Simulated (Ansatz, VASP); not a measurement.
**One calculation of LuH2, two programs**

```
CELL_PARAMETERS angstrom
-0.05033 2.49133 2.49133
2.49133 -0.05033 2.49133
2.49133 2.49133 -0.05033
ATOMIC_POSITIONS crystal
Lu 0.00000 0.00000 0.00000
H 0.25000 0.25000 0.25000
H 0.75000 0.75000 0.75000
```

Change from the starting cell: equal xy, yz and zx shear strains of -2 %.

Alike in both runs: task single point; functional LDA; k mesh 8 × 8 × 8; occupations fermi-dirac, width 0.02 eV; no spin polarisation.

|  | VASP | Ansatz |
| --- | --- | --- |
| version | VASP 6.6.1 | Ansatz 0.2.0 |
| potentials or method | VASP PAW PBE potentials, release 64 (Lu, H), cutoff 520 eV | all-electron LAPW, scalar-relativistic |

```csv
,VASP,Ansatz,Ansatz less VASP
pressure (GPa),-6.1,-6.6,-0.49
"traceless stress, the component that is largest in VASP (GPa)",1.95,1.91,-0.033
rms of the force components (eV/Å),0.059,0.057,-0.0019
```

VASP's potentials were made for PBE, not for LDA. LDA's correlation is that of Perdew and Zunger in VASP and of Perdew and Wang (1992) in Ansatz. Atom by atom the forces differ by 0.002 eV/Å (rms over components). Ansatz ran all-electron here, and VASP with PAW potentials.

Neither program's run includes spin-orbit coupling.
